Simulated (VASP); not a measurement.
# ScBS3 (Pm-3m) in VASP: a series of runs

ScBS3 is run at these levels: PBE; tasks: single point, relaxation of cell and atoms.

Everything below comes from runs of VASP 6.6.1. Logs are shortened: lines on timing, memory, paths and dates and some standing lists are left out, and cuts for length are marked.

### 1 The cell of the first run

Symmetry: Pm-3m, No. 221, cubic system. Conventional cell: a = 4.235 Å, b = 4.235 Å, c = 4.235 Å, α = 90.00°, β = 90.00°, γ = 90.00°. Within 3.9 Å of Sc (site symmetry m-3m) lie 12 S at 2.99 Å and 8 B at 3.67 Å. B (site symmetry m-3m) has 6 S at 2.12 Å within 2.8 Å. Within 2.8 Å of S (site symmetry 4/mmm) lie 2 B at 2.12 Å.

### 2 Single point, PBE

Input file INCAR:

```
ALGO = Normal
EDIFF = 1E-6
ENCUT = 520
GGA = PE
ISIF = 2
ISMEAR = 0
LASPH = True
LCHARG = True
LELF = True
LREAL = False
LVHAR = True
LWAVE = False
NBANDS = 24
NELM = 60
PREC = Accurate
SIGMA = 0.1
```

Input file KPOINTS:

```
k-points
0
Gamma
  4 4 4
```

Input file POSCAR:

```
ScBS3
1.0
    4.2348131290      0.0000000000      0.0000000000
    0.0000000000      4.2348131290      0.0000000000
    0.0000000000      0.0000000000      4.2348131290
Sc B S
1 1 3
Direct
    0.5000000000      0.5000000000      0.5000000000
    0.0000000000      0.0000000000      0.0000000000
    0.5000000000      0.0000000000      0.0000000000
    0.0000000000      0.5000000000      0.0000000000
    0.0000000000      0.0000000000      0.5000000000
```

Potentials or basis: VASP PAW PBE potentials, release 64 (Sc_sv, B, S).

Started as:

```
$ cat potpaw_PBE.64/Sc_sv/POTCAR potpaw_PBE.64/B/POTCAR potpaw_PBE.64/S/POTCAR > POTCAR
$ mpirun -np 1 vasp_std > vasp.out
```

OUTCAR:

```text
EDIFF = 1E-6
   ENCUT = 520
   GGA = PE
   ISIF = 2
   ISMEAR = 0
   LASPH = True
   LREAL = False
   NELM = 60
   PREC = Accurate

 ion  position               nearest neighbor table
   1  0.500  0.500  0.500-   3 2.99   4 2.99   5 2.99   3 2.99   4 2.99   3 2.99   5 2.99   3 2.99
                             4 2.99   5 2.99   4 2.99   5 2.99
   2  0.000  0.000  0.000-   3 2.12   4 2.12   5 2.12   5 2.12   4 2.12   3 2.12
   3  0.500  0.000  0.000-   2 2.12   2 2.12   1 2.99   1 2.99   1 2.99   1 2.99
   4  0.000  0.500  0.000-   2 2.12   2 2.12   1 2.99   1 2.99   1 2.99   1 2.99
   5  0.000  0.000  0.500-   2 2.12   2 2.12   1 2.99   1 2.99   1 2.99   1 2.99

  LATTYP: Found a simple cubic cell.
 ALAT       =     4.2348131290

  Lattice vectors:

 A1 = (   4.2348131290,   0.0000000000,   0.0000000000)
 A2 = (   0.0000000000,   4.2348131290,   0.0000000000)
 A3 = (   0.0000000000,   0.0000000000,   4.2348131290)

Analysis of symmetry for initial positions (statically):
=====================================================================
 Subroutine PRICEL returns:
 Original cell was already a primitive cell.

 Routine SETGRP: Setting up the symmetry group for a
 simple cubic supercell.

 Subroutine GETGRP returns: Found 48 space group operations
 (whereof 48 operations were pure point group operations)
 out of a pool of 48 trial point group operations.

The static configuration has the point symmetry O_h .

Analysis of symmetry for dynamics (positions and initial velocities):
=====================================================================
 Subroutine PRICEL returns:
 Original cell was already a primitive cell.

 Routine SETGRP: Setting up the symmetry group for a
 simple cubic supercell.

 Subroutine GETGRP returns: Found 48 space group operations
 (whereof 48 operations were pure point group operations)
 out of a pool of 48 trial point group operations.

The dynamic configuration has the point symmetry O_h .

 Subroutine INISYM returns: Found 48 space group operations
 (whereof 48 operations are pure point group operations),
 and found     1 'primitive' translations

----------------------------------------------------------------------------------------

                                     Primitive cell

  volume of cell :      75.9456

  direct lattice vectors                    reciprocal lattice vectors
     4.234813129  0.000000000  0.000000000     0.236137929  0.000000000  0.000000000
     0.000000000  4.234813129  0.000000000     0.000000000  0.236137929  0.000000000
     0.000000000  0.000000000  4.234813129     0.000000000  0.000000000  0.236137929

  length of vectors
     4.234813129  4.234813129  4.234813129     0.236137929  0.236137929  0.236137929

  position of ions in fractional coordinates (direct lattice)
     0.500000000  0.500000000  0.500000000
     0.000000000  0.000000000  0.000000000
     0.500000000  0.000000000  0.000000000
     0.000000000  0.500000000  0.000000000
     0.000000000  0.000000000  0.500000000

  ion indices of the primitive-cell ions
   primitive index   ion index
                 1           1
                 2           2
                 3           3
                 4           4
                 5           5

----------------------------------------------------------------------------------------

 KPOINTS: k-points

Automatic generation of k-mesh.
 Grid dimensions read from file:
 generate k-points for:    4    4    4

 Generating k-lattice:

  Cartesian coordinates                     Fractional coordinates (reciprocal lattice)
     0.059034482  0.000000000  0.000000000     0.250000000  0.000000000  0.000000000
     0.000000000  0.059034482  0.000000000     0.000000000  0.250000000  0.000000000
     0.000000000  0.000000000  0.059034482     0.000000000  0.000000000  0.250000000

  Length of vectors
     0.059034482  0.059034482  0.059034482

  Shift w.r.t. Gamma in fractional coordinates (k-lattice)
     0.000000000  0.000000000  0.000000000

 Subroutine IBZKPT returns following result:
 ===========================================

 Found     10 irreducible k-points:

 Following reciprocal coordinates:
            Coordinates               Weight
  0.000000  0.000000  0.000000      1.000000
  0.250000  0.000000  0.000000      6.000000
  0.500000  0.000000  0.000000      3.000000
  0.250000  0.250000  0.000000     12.000000
  0.500000  0.250000  0.000000     12.000000
  0.500000  0.500000  0.000000      3.000000
  0.250000  0.250000  0.250000      8.000000
  0.500000  0.250000  0.250000     12.000000
  0.500000  0.500000  0.250000      6.000000
  0.500000  0.500000  0.500000      1.000000
   k-points           NKPTS =     10   k-points in BZ     NKDIM =     10   number of bands    NBANDS=     24
   number of dos      NEDOS =    301   number of ions     NIONS =      5
   total plane-waves  NPLWV =  32768
   dimension x,y,z NGX =    32 NGY =   32 NGZ =   32
   dimension x,y,z NGXF=    64 NGYF=   64 NGZF=   64
   ions per type =               1   1   3
   NGX,Y,Z   is equivalent  to a cutoff of  12.56, 12.56, 12.56 a.u.
   NGXF,Y,Z  is equivalent  to a cutoff of  25.12, 25.12, 25.12 a.u.
 SYSTEM =  unknown system
   PREC   = accura    normal or accurate (medium, high low for compatibility)
   ISTART =      0    job   : 0-new  1-cont  2-samecut
   ICHARG =      2    charge: 1-file 2-atom 10-const
   ISPIN  =      1    spin polarized calculation?
   LNONCOLLINEAR =      F non collinear calculations
   LSORBIT =      F    spin-orbit coupling
   LASPH  =      T    aspherical Exc in radial PAW
   ENCUT  =  520.0 eV  38.22 Ry    6.18 a.u.   7.87  7.87  7.87*2*pi/ulx,y,z
   NELM   =     60;   NELMIN=  2; NELMDL= -5     # of ELM steps
   EDIFF  = 0.1E-05   stopping-criterion for ELM
   LREAL  =      F    real-space projection
   EDIFFG = 0.1E-04   stopping-criterion for IOM
   NSW    =      0    number of steps for IOM
   IBRION =     -1    ionic relax: 0-MD 1-quasi-New 2-CG
   NFREE  =      0    steps in history (QN), initial steepest desc. (CG)
   ISIF   =      2    stress and relaxation
   ISYM   =      2    0-nonsym 1-usesym 2-fastsym
   POTIM  = 0.5000    time-step for ionic-motion
   TEBEG  =    0.0;   TEEND  =   0.0 temperature during run
   PSTRESS=    0.0 pullay stress
   NELECT =      32.0000    total number of electrons
   NUPDOWN=      -1.0000    fix difference up-down
   EMIN   =  10.00;   EMAX   =-10.00  energy-range for DOS
   EFERMI =   0.00;   METHOD = LEGACY
   ISMEAR =     0;   SIGMA  =   0.10  broadening in eV -4-tet -1-fermi 0-gaus
   EFERMI_NEDOS =   21; number of points for ismear=-14 and -15
   IALGO  =     38    algorithm
   IMIX   =      4    mixing-type and parameters
     AMIX     =   0.40;   BMIX     =  1.00
     AMIX_MAG =   1.60;   BMIX_MAG =  1.00
  volume/ion in A,a.u.               =      15.19       102.50
  Fermi-wavevector in a.u.,A,eV,Ry     =   1.227318  2.319295 20.494597  1.506310
  Thomas-Fermi vector in A             =   2.362286
   LORBIT       =      0    0 simple, 1 ext, 2 COOP (PROOUT), +10 PAW based schemes
   GGA     = PE    functional components
   LHFCALC =     F    Hartree Fock is set to
   AEXX    =    0.0000 exact exchange contribution
   IVDW    =     0    specifies the selected vdW correction
   LEPSILON=     F    determine dielectric tensor
   LRPA    =     F    only Hartree local field effects (RPA)
 non-spin polarized calculation
 Gauss-broadening in eV      SIGMA  =   0.10
  energy-cutoff  :      520.00
  volume of cell :       75.95
 maximum number of plane-waves:      2064
 NGX is ok and might be reduce to    32
   NGX = 15   NGY = 15   NGZ = 15

 number of electron      32.0000017 magnetization

 Free energy of the ion-electron system (eV)
  ---------------------------------------------------
  ext. energy  EPLUGINS =         0.00000000
  ---------------------------------------------------
  free energy    TOTEN  =       -26.14478792 eV

  energy without entropy =      -26.12312296  energy(sigma->0) =      -26.13395544

 E-fermi :   6.4678     XC(G=0): -10.9113

 val. band max:        6.4068647704   @ k =   0.2500   0.2500   0.2500
 cond. band min:       6.5214734653   @ k =   0.5000   0.5000   0.0000
 fundamental gap:      0.1146086949
 Fermi energy:         6.4677763542

 k-point     1 :       0.0000    0.0000    0.0000
  band No.  band energies     occupation
      1     -43.9107      2.00000
      2     -22.4633      2.00000
      3     -22.4633      2.00000
      4     -22.4633      2.00000
      5      -9.3196      2.00000
      6      -4.7271      2.00000
[... 16 lines left out ...]
     23      11.2236      0.00000
     24      13.5029      0.00000

 k-point     2 :       0.2500    0.0000    0.0000
  band No.  band energies     occupation
      1     -43.9104      2.00000
      2     -22.4714      2.00000
      3     -22.4625      2.00000
      4     -22.4625      2.00000
      5      -8.9618      2.00000
      6      -5.7345      2.00000
[... 16 lines left out ...]
     23      12.4530      0.00000
     24      13.2919      0.00000

 k-point     3 :       0.5000    0.0000    0.0000
  band No.  band energies     occupation
      1     -43.9102      2.00000
      2     -22.4796      2.00000
      3     -22.4617      2.00000
      4     -22.4617      2.00000
      5      -8.3492      2.00000
      6      -6.8324      2.00000
[... 16 lines left out ...]
     23       9.6380      0.00000
     24      12.5627      0.00000
[... 136 lines left out ...]
 k-point     9 :       0.5000    0.5000    0.2500
  band No.  band energies     occupation
      1     -43.9094      2.00000
      2     -22.4754      2.00000
      3     -22.4754      2.00000
      4     -22.4672      2.00000
      5      -6.9211      2.00000
      6      -6.4922      2.00000
[... 16 lines left out ...]
     23       9.8441      0.00000
     24       9.8441      0.00000

 k-point    10 :       0.5000    0.5000    0.5000
  band No.  band energies     occupation
      1     -43.9091      2.00000
      2     -22.4741      2.00000
      3     -22.4741      2.00000
      4     -22.4741      2.00000
      5      -6.4306      2.00000
      6      -6.4306      2.00000
[... 16 lines left out ...]
     23       9.3537      0.00000
     24       9.3537      0.00000

------------------------ aborting loop because EDIFF is reached ----------------------------------------

  FORCE on cell =-STRESS in cart. coord.  units (eV):
  Direction    XX          YY          ZZ          XY          YZ          ZX
  --------------------------------------------------------------------------------------
  -------------------------------------------------------------------------------------
  Total       -0.0241457     -0.0241457     -0.0241457     -0.0000000      0.0000000     -0.0000000
  in kB       -0.5093873     -0.5093873     -0.5093873     -0.0000000      0.0000000     -0.0000000
  external PRESSURE =      -0.5093873 kB  Pullay stress =       0.0000000 kB

 VOLUME and BASIS-vectors are now :
 -----------------------------------------------------------------------------
  energy-cutoff  :      520.00
  volume of cell :       75.95
      direct lattice vectors                 reciprocal lattice vectors
     4.234813129  0.000000000  0.000000000     0.236137929  0.000000000  0.000000000
     0.000000000  4.234813129  0.000000000     0.000000000  0.236137929  0.000000000
     0.000000000  0.000000000  4.234813129     0.000000000  0.000000000  0.236137929

 POSITION                                       TOTAL-FORCE (eV/Angst)
 -----------------------------------------------------------------------------------
      2.11741      2.11741      2.11741         0.000000      0.000000      0.000000
      0.00000      0.00000      0.00000         0.000000      0.000000      0.000000
      2.11741      0.00000      0.00000         0.000000      0.000000      0.000000
      0.00000      2.11741      0.00000         0.000000      0.000000      0.000000
      0.00000      0.00000      2.11741         0.000000      0.000000      0.000000
 -----------------------------------------------------------------------------------
    total drift:                                0.000000      0.000000     -0.000000

  FREE ENERGIE OF THE ION-ELECTRON SYSTEM (eV)
  ---------------------------------------------------
  free  energy   TOTEN  =       -26.1447879160 eV

  energy  without entropy=      -26.1231229556  energy(sigma->0) =      -26.13395544
```

Run time: 20 s. Hardware: 1 thread of Intel Xeon Platinum 8259CL at 2.50GHz (Skylake/Cascade Lake), shared host; peak memory 0.18 GiB.

What came out:

```yaml
Free_energy: -26.1448 eV
Pressure: -0.1 GPa
Band_gap_on_the_k_mesh: zero (band 16 reaches 7.73 eV, above the bottom of band 17 at 5.62 eV)
```

Levels at points of the mesh, in eV from the Fermi level:
```
           k point  band 14  band 15  band 16  band 17  band 18  band 19
(0.00, 0.00, 0.00)    -1.01    -0.44    -0.44    -0.44     0.97     0.97
(0.50, 0.00, 0.00)    -2.57    -1.20    -1.20     1.31     1.36     2.75
(0.50, 0.50, 0.00)    -2.39     0.05     0.51     1.64     1.74     2.68
(0.50, 0.50, 0.50)     1.26     1.26     1.26     1.64     1.68     1.68
```

Caveat: the k points lie up to 0.37 Å⁻¹ apart.

(Continued in part 2 of 2.)
